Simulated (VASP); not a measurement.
Here is a VASP 6.6.1 calculation.

File INCAR:

```
PREC = Accurate
ENCUT = 520
EDIFF = 1E-7
ISMEAR = 0
SIGMA = 0.05
LREAL = Auto
LASPH = T
NELM = 60
ALGO = Normal
ISIF = 2
LWAVE = F
LCHARG = F
GGA = PE
IVDW = 12
NBANDS = 162
```

The input KPOINTS:

```
Automatic mesh
0
Gamma
  1 1 1
```

The input POSCAR:

```
Mg32O31
1.0
    8.8224000000      0.0000000000      0.0000000000
    0.0000000000      8.8224000000      0.0000000000
    0.0000000000      0.0000000000      8.8224000000
Mg O
32 31
Direct
    0.4990511652      0.0009392002      0.0008461416
    0.7482305268      0.2499352784     -0.0013201623
    0.7488758161      0.0032901478      0.2500449991
   -0.0010867791      0.0029527113      0.0001202621
    0.2493874683      0.2499326714     -0.0011054815
    0.4990517320      0.4989292029      0.0008458016
    0.7471371736      0.7499325580     -0.0025561072
    0.2491967038      0.0095468353      0.2506950490
    0.5010058487      0.2499360718      0.2505065515
    0.7488774030      0.4965827893      0.2500490796
    0.4997760247      0.0029581520      0.5009760383
    0.7519216993      0.2499369786      0.5008645040
    0.7511178364     -0.0001727421      0.7487718761
   -0.0010841721      0.4969143317      0.0001187885
    0.2515229416      0.7499348250     -0.0078101197
   -0.0038185754      0.2499378854      0.2491811752
    0.2492002176      0.4903261017      0.2506964091
    0.5077081066      0.7499351650      0.2483731184
    0.0048266911     -0.0033431946      0.4950661951
    0.2507152249      0.2499359585      0.5037147488
    0.4997740978      0.4969156919      0.5009784186
    0.7423880123      0.7499369786      0.5001588003
    0.2498523078      0.0032891277      0.7510234177
    0.5012142954      0.2499349383      0.7516653065
    0.7511233905      0.5000419387      0.7487710827
   -0.0114466585      0.7499335782      0.2414056266
    0.0048333787      0.5032148848      0.4950741295
    0.2584929271      0.7499421926      0.5113447588
   -0.0009677639      0.2499276841      0.7479774211
    0.2498504942      0.4965795022      0.7510233043
    0.5024491068      0.7499343716      0.7527566195
   -0.0002631937      0.7499376587      0.7575089545
    0.7476918979      0.2499408324      0.2504026115
   -0.0019151251      0.4945402612      0.2460026750
   -0.0002236353      0.2499386788      0.5001233225
    0.2502374637      0.2499381121      0.2496582563
    0.4997135700      0.4996087232      0.2506352013
    0.7481558306      0.7499384521      0.2492588185
   -0.0019164853      0.0053417437      0.2460004081
    0.5030302412      0.2499391322      0.5013781964
    0.7517855686      0.5036419795      0.4992426097
    0.7506367882      0.2499415125      0.7492630123
    0.0006583243      0.5036468535      0.7481091313
   -0.0014791893      0.2499407191     -0.0031332744
    0.0274678092      0.7499462731      0.4724317646
    0.4997184440      0.0002718081      0.2506361081
    0.2538942918      0.4945373141      0.5018145856
    0.4997967673      0.7499404924      0.5020157780
    0.7517889690     -0.0037637151      0.4992432898
    0.2494983225      0.2499385655      0.7522089227
    0.5004926097      0.4998890325      0.7510541349
    0.7523177367      0.7499401523      0.7475804770
    0.0006573041     -0.0037614481      0.7481150254
    0.4993230867      0.2499421926      0.0005795475
    0.7488464590      0.4998911861     -0.0005951895
   -0.0021157508      0.7499428727      0.0001007662
    0.2538975789      0.0053409503      0.5018151523
    0.2506448359      0.7499447996      0.7517421563
    0.5004970303     -0.0000071409      0.7510552684
    0.2492633524      0.4996101968      0.0001815832
    0.5008628038      0.7499398123     -0.0009625499
    0.7488441921     -0.0000085011     -0.0005938293
    0.2492681130      0.0002722615      0.0001845303
```

Potentials or basis: VASP PAW PBE potentials, release 64 (Mg, O).

Launch:

```bash
$ cat potpaw_PBE.64/Mg/POTCAR potpaw_PBE.64/O/POTCAR > POTCAR
$ mpirun -np 1 vasp_gam > vasp.out
```

Question: What does it give for the largest force?

Answer: 1.222 eV/Å.

Question: Predict the pressure.

Answer: -15.7 GPa.

Question: Predict the band gap on the k mesh.

Answer: 2.03 eV.

Stress tensor (GPa, compression positive):
```
-15.66   0.00   0.17
  0.00 -15.75   0.00
  0.17   0.00 -15.66
```

Caveat: the k points lie up to 0.71 Å⁻¹ apart.
